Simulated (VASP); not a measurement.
# NbC (Niobocarbide) (Fm-3m) in VASP: further runs

Runs on NbC (Niobocarbide). Level: PBEsol. Tasks: relaxation of cell and atoms.

All numbers are computed with VASP 6.6.1; they aren't measurements. Logs are shortened: lines on timing, memory, paths and dates and some standing lists are left out, and cuts for length are marked.

## Step 1: The cell of the first run

Symmetry: Fm-3m, No. 225, cubic system. Conventional cell: a = 4.469 Å, b = 4.469 Å, c = 4.469 Å, α = 90.00°, β = 90.00°, γ = 90.00°. Within 3.0 Å of Nb (site symmetry m-3m) lie 6 C at 2.23 Å. Within 3.0 Å of C (site symmetry m-3m) lie 6 Nb at 2.23 Å.

## Step 2: Relaxation of cell and atoms, PBEsol, target pressure 30 GPa, at which the enthalpy is minimised

Contents of INCAR:

```
SYSTEM = NbC
ALGO = Normal
EDIFF = 1E-7
EDIFFG = -0.005
ENCUT = 600
GGA = PS
GGA_COMPAT = .FALSE.
IBRION = 2
ISIF = 3
ISMEAR = 1
LASPH = .TRUE.
LCHARG = .FALSE.
LREAL = .FALSE.
LWAVE = .FALSE.
NELM = 120
NELMIN = 4
NSW = 50
PREC = Accurate
PSTRESS = 300.0
SIGMA = 0.1
```

Contents of KPOINTS:

```
k-points
0
G
  13 13 13
  0 0 0
```

Contents of POSCAR:

```
NbC
1.0
    0.0000000000      2.2345500000      2.2345500000
    2.2345500000      0.0000000000      2.2345500000
    2.2345500000      2.2345500000      0.0000000000
Nb C
1 1
Direct
    0.0000000000      0.0000000000      0.0000000000
    0.5000000000      0.5000000000      0.5000000000
```

Potentials or basis: VASP PAW PBE potentials, release 64 (Nb_sv, C).

Run with:

```bash
$ cat potpaw_PBE.64/Nb_sv/POTCAR potpaw_PBE.64/C/POTCAR > POTCAR
$ mpirun -np 1 vasp_std > vasp.out
```

OUTCAR:

```text
SYSTEM = NbC
   EDIFF = 1E-7
   EDIFFG = -0.005
   ENCUT = 600
   GGA = PS
   IBRION = 2
   ISIF = 3
   ISMEAR = 1
   LASPH = .TRUE.
   LREAL = .FALSE.
   NELM = 120
   NELMIN = 4
   NSW = 50
   PREC = Accurate
   PSTRESS = 300.0

 ion  position               nearest neighbor table
   1  0.000  0.000  0.000-   2 2.23   2 2.23   2 2.23   2 2.23   2 2.23   2 2.23
   2  0.500  0.500  0.500-   1 2.23   1 2.23   1 2.23   1 2.23   1 2.23   1 2.23

  LATTYP: Found a face centered cubic cell.
 ALAT       =     4.4691000000

  Lattice vectors:

 A1 = (   0.0000000000,   2.2345500000,   2.2345500000)
 A2 = (   2.2345500000,   0.0000000000,   2.2345500000)
 A3 = (   2.2345500000,   2.2345500000,   0.0000000000)

Analysis of symmetry for initial positions (statically):
=====================================================================
 Subroutine PRICEL returns:
 Original cell was already a primitive cell.

 Routine SETGRP: Setting up the symmetry group for a
 face centered cubic supercell.

 Subroutine GETGRP returns: Found 48 space group operations
 (whereof 48 operations were pure point group operations)
 out of a pool of 48 trial point group operations.

The static configuration has the point symmetry O_h .

Analysis of symmetry for dynamics (positions and initial velocities):
=====================================================================
 Subroutine PRICEL returns:
 Original cell was already a primitive cell.

 Routine SETGRP: Setting up the symmetry group for a
 face centered cubic supercell.

 Subroutine GETGRP returns: Found 48 space group operations
 (whereof 48 operations were pure point group operations)
 out of a pool of 48 trial point group operations.

The dynamic configuration has the point symmetry O_h .

 Subroutine INISYM returns: Found 48 space group operations
 (whereof 48 operations are pure point group operations),
 and found     1 'primitive' translations

----------------------------------------------------------------------------------------

                                     Primitive cell

  volume of cell :      22.3152

  direct lattice vectors                    reciprocal lattice vectors
     0.000000000  2.234550000  2.234550000    -0.223758699  0.223758699  0.223758699
     2.234550000  0.000000000  2.234550000     0.223758699 -0.223758699  0.223758699
     2.234550000  2.234550000  0.000000000     0.223758699  0.223758699 -0.223758699

[... 96 lines left out ...]
   EMIN   =  10.00;   EMAX   =-10.00  energy-range for DOS
   EFERMI =   0.00;   METHOD = LEGACY
   ISMEAR =     1;   SIGMA  =   0.10  broadening in eV -4-tet -1-fermi 0-gaus
   EFERMI_NEDOS =   21; number of points for ismear=-14 and -15
   IALGO  =     38    algorithm
   IMIX   =      4    mixing-type and parameters
     AMIX     =   0.40;   BMIX     =  1.00
     AMIX_MAG =   1.60;   BMIX_MAG =  1.00
  volume/ion in A,a.u.               =      11.16        75.30
  Fermi-wavevector in a.u.,A,eV,Ry     =   1.495172  2.825465 30.416346  2.235538
  Thomas-Fermi vector in A             =   2.607351
   LORBIT       =      0    0 simple, 1 ext, 2 COOP (PROOUT), +10 PAW based schemes
   GGA     = PS    functional components
   LHFCALC =     F    Hartree Fock is set to
   AEXX    =    0.0000 exact exchange contribution
   IVDW    =     0    specifies the selected vdW correction
   LEPSILON=     F    determine dielectric tensor
   LRPA    =     F    only Hartree local field effects (RPA)
 conjugate gradient relaxation of ions
 non-spin polarized calculation
 Methfessel and Paxton  Order N= 1 SIGMA  =   0.10
  energy-cutoff  :      600.00
  volume of cell :       22.32
 maximum number of plane-waves:       757
 NGX is ok and might be reduce to    28
   NGX = 13   NGY = 13   NGZ = 13

--------------------------------------- Ionic step        1  -------------------------------------------

 number of electron      17.0000001 magnetization

 Free energy of the ion-electron system (eV)
  ---------------------------------------------------
  ext. energy  EPLUGINS =         0.00000000
  ---------------------------------------------------
  free energy    TOTEN  =       -21.85640797 eV

  energy without entropy =      -21.85695223  energy(sigma->0) =      -21.85658939

------------------------ aborting loop because EDIFF is reached ----------------------------------------

  FORCE on cell =-STRESS in cart. coord.  units (eV):
  Direction    XX          YY          ZZ          XY          YZ          ZX
  --------------------------------------------------------------------------------------
  -------------------------------------------------------------------------------------
  Total       -0.6317711     -0.6317711     -0.6317711      0.0000000      0.0000000      0.0000000
  in kB      -45.3596917    -45.3596917    -45.3596917      0.0000000      0.0000000      0.0000000
  external PRESSURE =    -345.3596917 kB  Pullay stress =     300.0000000 kB
[... 139 lines left out ...]
--------------------------------------- Ionic step        5  -------------------------------------------

 number of electron      17.0000000 magnetization

 Free energy of the ion-electron system (eV)
  ---------------------------------------------------
  ext. energy  EPLUGINS =         0.00000000
  ---------------------------------------------------
  free energy    TOTEN  =       -21.71458193 eV

  energy without entropy =      -21.71513298  energy(sigma->0) =      -21.71476562

 E-fermi :  13.8153     XC(G=0): -13.7285

 val. band max:       13.7890956328   @ k =  -0.2308   0.0769   0.0000
 cond. band min:      13.9291660746   @ k =   0.2308   0.0000   0.0000
 fundamental gap:      0.1400704419
 Fermi energy:        13.8152544680

 k-point     1 :       0.0000    0.0000    0.0000
  band No.  band energies     occupation
      1     -41.6004      2.00000
      2     -17.2466      2.00000
      3     -17.2466      2.00000
      4     -17.2466      2.00000
      5      -0.0202      2.00000
      6      12.3779      2.00000
      7      12.3779      2.00000
      8      12.3779      2.00000
      9      13.6112      2.01400
     10      13.6112      2.01400
     11      13.6112      2.01400
     12      14.3180     -0.00000
[... 331 lines left out ...]
 k-point    24 :       0.4615    0.1538    0.0000
  band No.  band energies     occupation
      1     -41.4307      2.00000
      2     -18.2805      2.00000
      3     -17.4921      2.00000
      4     -17.4288      2.00000
      5       3.1044      2.00000
      6       6.8291      2.00000
      7       8.8100      2.00000
      8       9.0881      2.00000
      9      14.3447     -0.00000
     10      16.6164      0.00000
     11      17.6679      0.00000
     12      21.3752      0.00000

 [... further k-points ...]
[... 5 lines left out ...]
  --------------------------------------------------------------------------------------
  -------------------------------------------------------------------------------------
  Total        3.8031976      3.8031976      3.8031976     -0.0000000     -0.0000000      0.0000000
  in kB      299.9379839    299.9379839    299.9379839     -0.0000000     -0.0000000      0.0000000
  external PRESSURE =      -0.0620161 kB  Pullay stress =     300.0000000 kB
[... 21 lines left out ...]
  energy  without entropy=      -21.7151329813  energy(sigma->0) =      -21.71476562

  enthalpy is  TOTEN    =       -17.9105980153 eV   P V=        3.8039839173

 reached required accuracy - stopping structural energy minimisation
```

CONTCAR:

```text
NbC
   1.00000000000000
     0.0000000000000000    2.1657051771132858    2.1657051771132858
     2.1657051771132858   -0.0000000000000000    2.1657051771132858
     2.1657051771132858    2.1657051771132858    0.0000000000000000
  Nb              C
     1     1
Direct
     0.0000000000000000    0.0000000000000000    0.0000000000000000
     0.5000000000000000    0.5000000000000000    0.5000000000000000

  0.00000000E+00  0.00000000E+00  0.00000000E+00
  0.00000000E+00  0.00000000E+00  0.00000000E+00
```

Run time: 74 s. Hardware: 1 thread of Intel Xeon 6975P-C (Granite Rapids), shared host; peak memory 0.19 GiB.

Results:

| Item | Value |
| --- | --- |
| Free energy | -21.7146 eV |
| Relaxed volume | 10.16 Å³/atom |
| Relaxed cell | a = 3.063 Å, b = 3.063 Å, c = 3.063 Å, α = 60.00°, β = 60.00°, γ = 60.00° |
| Space group after relaxing (to 0.05 Å) | Fm-3m (No. 225) |
| Energy change on relaxing (the enthalpy is what falls) | +70.9 meV/atom |
| Ionic steps | 5 |
| Pressure after relaxing | 30.0 GPa |

The path:
| step | energy change (eV) | largest force (eV/Å) | pressure (GPa) | volume (Å³) |
| --- | --- | --- | --- | --- |
| 1 | 0.0000 | 0.0000 | -4.54 | 22.32 |
| 2 | 3.5829 | 0.0000 | 236.00 | 15.41 |
| 3 | 0.1043 | 0.0000 | 25.40 | 20.53 |
| 4 | 0.1316 | 0.0000 | 28.81 | 20.37 |
| 5 | 0.1418 | 0.0000 | 29.99 | 20.32 |

Final structure:
```
Nb C
1.0
     0.00000    2.16571    2.16571
     2.16571    0.00000    2.16571
     2.16571    2.16571    0.00000
Nb C
1 1
Direct
  0.00000 0.00000 0.00000
  0.50000 0.50000 0.50000
```

Levels at points of the mesh, in eV from the Fermi level:
| k point | band 7 | band 8 | band 9 | band 10 | band 11 | band 12 |
| --- | --- | --- | --- | --- | --- | --- |
| (0.00, 0.00, 0.00) | -1.44 | -1.44 | -0.20 | -0.20 | -0.20 | 0.50 |

Caveat: the cell is relaxed towards a set pressure, so the enthalpy falls and the energy may rise; the PAW data sets were made with another functional, which shifts forces and pressure a little.

## Step 3: Relaxation of cell and atoms, PBEsol, target pressure 40 GPa, at which the enthalpy is minimised

Contents of INCAR:

```
SYSTEM = NbC
PREC = Accurate ; ENCUT = 600
EDIFF = 1E-7 ; ISMEAR = 1
SIGMA = 0.1 ; LREAL = .FALSE.
LASPH = .TRUE. ; NELM = 120
ALGO = Normal ; ISIF = 3
LWAVE = .FALSE. ; LCHARG = .FALSE.
GGA = PS ; IBRION = 2
NSW = 50 ; EDIFFG = -0.005
PSTRESS = 400.0 ; GGA_COMPAT = .FALSE.
NELMIN = 4
```

Contents of KPOINTS:

```
regular mesh
0
G
  13 13 13
  0 0 0
```

POSCAR is that of step 2.

Potentials or basis: VASP PAW PBE potentials, release 64 (Nb_sv, C).

Run with:

```bash
$ cat potpaw_PBE.64/Nb_sv/POTCAR potpaw_PBE.64/C/POTCAR > POTCAR
$ mpirun -np 1 vasp_std > vasp.out
```

OUTCAR:

```text
SYSTEM = NbC
   PREC = Accurate
   ENCUT = 600
   EDIFF = 1E-7
   ISMEAR = 1
   LREAL = .FALSE.
   LASPH = .TRUE.
   NELM = 120
   ISIF = 3
   GGA = PS
   IBRION = 2
   NSW = 50
   EDIFFG = -0.005
   PSTRESS = 400.0
   NELMIN = 4

 ion  position               nearest neighbor table
   1  0.000  0.000  0.000-   2 2.23   2 2.23   2 2.23   2 2.23   2 2.23   2 2.23
   2  0.500  0.500  0.500-   1 2.23   1 2.23   1 2.23   1 2.23   1 2.23   1 2.23

  LATTYP: Found a face centered cubic cell.
 ALAT       =     4.4691000000

  Lattice vectors:

 A1 = (   0.0000000000,   2.2345500000,   2.2345500000)
 A2 = (   2.2345500000,   0.0000000000,   2.2345500000)
 A3 = (   2.2345500000,   2.2345500000,   0.0000000000)

Analysis of symmetry for initial positions (statically):
=====================================================================
 Subroutine PRICEL returns:
 Original cell was already a primitive cell.
[... 337 lines left out ...]
 cond. band min:      14.2727856725   @ k =   0.2308   0.0000   0.0000
 fundamental gap:      0.1452156244
 Fermi energy:        14.1545943426

 k-point     1 :       0.0000    0.0000    0.0000
  band No.  band energies     occupation
      1     -41.2252      2.00000
      2     -16.8447      2.00000
      3     -16.8447      2.00000
      4     -16.8447      2.00000
      5       0.2181      2.00000
      6      12.6770      2.00000
      7      12.6770      2.00000
      8      12.6770      2.00000
      9      13.9358      2.00832
     10      13.9358      2.00832
     11      13.9358      2.00832
     12      14.6820     -0.00000
[... 331 lines left out ...]
 k-point    24 :       0.4615    0.1538    0.0000
  band No.  band energies     occupation
      1     -41.0383      2.00000
      2     -17.9598      2.00000
      3     -17.1087      2.00000
      4     -17.0401      2.00000
      5       3.4075      2.00000
      6       7.0634      2.00000
      7       9.0778      2.00000
      8       9.3317      2.00000
      9      14.6970     -0.00000
     10      17.0545      0.00000
     11      18.1328      0.00000
     12      22.0554      0.00000

 [... further k-points ...]
[... 5 lines left out ...]
  --------------------------------------------------------------------------------------
  -------------------------------------------------------------------------------------
  Total        4.9649757      4.9649757      4.9649757      0.0000000      0.0000000      0.0000000
  in kB      400.1906223    400.1906223    400.1906223      0.0000000      0.0000000      0.0000000
  external PRESSURE =       0.1906223 kB  Pullay stress =     400.0000000 kB
[... 21 lines left out ...]
  energy  without entropy=      -21.6196148716  energy(sigma->0) =      -21.61929507

  enthalpy is  TOTEN    =       -16.6565244053 eV   P V=        4.9626107587

 reached required accuracy - stopping structural energy minimisation
```

CONTCAR:

```text
NbC
   1.00000000000000
     0.0000000000000000    2.1500254598733082    2.1500254598733082
     2.1500254598733082   -0.0000000000000000    2.1500254598733082
     2.1500254598733082    2.1500254598733082    0.0000000000000000
  Nb              C
     1     1
Direct
     0.0000000000000000    0.0000000000000000    0.0000000000000000
     0.5000000000000000    0.5000000000000000    0.5000000000000000

  0.00000000E+00  0.00000000E+00  0.00000000E+00
  0.00000000E+00  0.00000000E+00  0.00000000E+00
```

Wall time 70 s (1 thread of Intel Xeon 6975P-C (Granite Rapids), shared host); peak memory 0.19 GiB.

Results:

| Item | Value |
| --- | --- |
| Free energy | -21.6191 eV |
| Relaxed volume | 9.94 Å³/atom |
| Relaxed cell | a = 3.041 Å, b = 3.041 Å, c = 3.041 Å, α = 60.00°, β = 60.00°, γ = 60.00° |
| Space group after relaxing (to 0.05 Å) | Fm-3m (No. 225) |
| Energy change on relaxing (the enthalpy is what falls) | +118.6 meV/atom |
| Ionic steps | 5 |
| Pressure after relaxing | 40.0 GPa |

Step by step:
```tsv
step	energy change (eV)	largest force (eV/Å)	pressure (GPa)	volume (Å³)
1	0.0000	0.0000	-4.54	22.32
2	6.8417	0.0000	393.55	13.72
3	0.1556	0.0000	31.56	20.24
4	0.2093	0.0000	37.26	19.99
5	0.2373	0.0000	40.02	19.88
```

Final structure:
```
Nb C
1.0
     0.00000    2.15003    2.15003
     2.15003    0.00000    2.15003
     2.15003    2.15003    0.00000
Nb C
1 1
Direct
  0.00000 0.00000 0.00000
  0.50000 0.50000 0.50000
```

Caveat: the cell is relaxed towards a set pressure, so the enthalpy falls and the energy may rise; the PAW data sets were made with another functional, which shifts forces and pressure a little.
